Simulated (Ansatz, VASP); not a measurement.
## Two plane-wave programs on Li2ClF

```
CELL_PARAMETERS angstrom
3.34315 0.00000 0.00000
0.00000 3.34315 0.00000
0.00000 0.00000 4.60128
ATOMIC_POSITIONS crystal
F 0.00000 0.00000 0.00000
Li 0.00000 0.00000 0.50000
Li 0.50000 0.50000 0.00000
Cl 0.50000 0.50000 0.50000
```

Alike in both runs: task single point; functional PBE; k mesh 6 × 6 × 4; no spin polarisation.

|  | VASP | Ansatz |
| --- | --- | --- |
| version | VASP 6.6.1 | Ansatz 0.2.0 |
| potentials or method | VASP PAW PBE potentials, release 64 (F, Li_sv, Cl) | plane waves, PAW |
| plane-wave cutoff (eV) | 520 | 420 |
| occupations | gaussian, width 0.01 eV | fixed |
| valence electrons in the cell | 20 | 20 |

```tsv
	VASP	Ansatz	Ansatz less VASP
gap on the k mesh at the Fermi level (eV)	6.60	6.59	-0.010
```

Noted on VASP's run: the cutoff is short for stress, so the pressure is rough.
